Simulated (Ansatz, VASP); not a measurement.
**Ru in VASP and in Ansatz**

```
CELL_PARAMETERS angstrom
2.75729 0.00000 0.00000
-1.37865 2.38788 0.00000
0.00000 0.00000 4.18141
ATOMIC_POSITIONS crystal
Ru 0.33333 0.66667 0.25000
Ru 0.66667 0.33333 0.75000
```

Alike in both runs: task single point; functional PBE; k mesh 30 × 30 × 16; occupations gaussian, width 0.15 eV; no spin polarisation.

|  | VASP | Ansatz |
| --- | --- | --- |
| version | VASP 6.6.1 | Ansatz 0.2.0 |
| potentials or method | VASP PAW PBE potentials, release 64 (Ru_pv), cutoff 520 eV | scalar-relativistic, plane waves, PAW |
| valence electrons in the cell | 28 | 32 |

```csv
,VASP,Ansatz,Ansatz less VASP
gap on the k mesh at the Fermi level (eV),none,none,-
pressure (GPa),1.0,1.1,+0.10
"traceless stress, the component that is largest in VASP (GPa)",11.54,11.53,-0.004
```

A gap of «none» marks a metal or a gap that the smearing closes. VASP's potentials hold 28 valence electrons a cell and Ansatz's 32, so a difference there can come from the potentials and not from the codes.
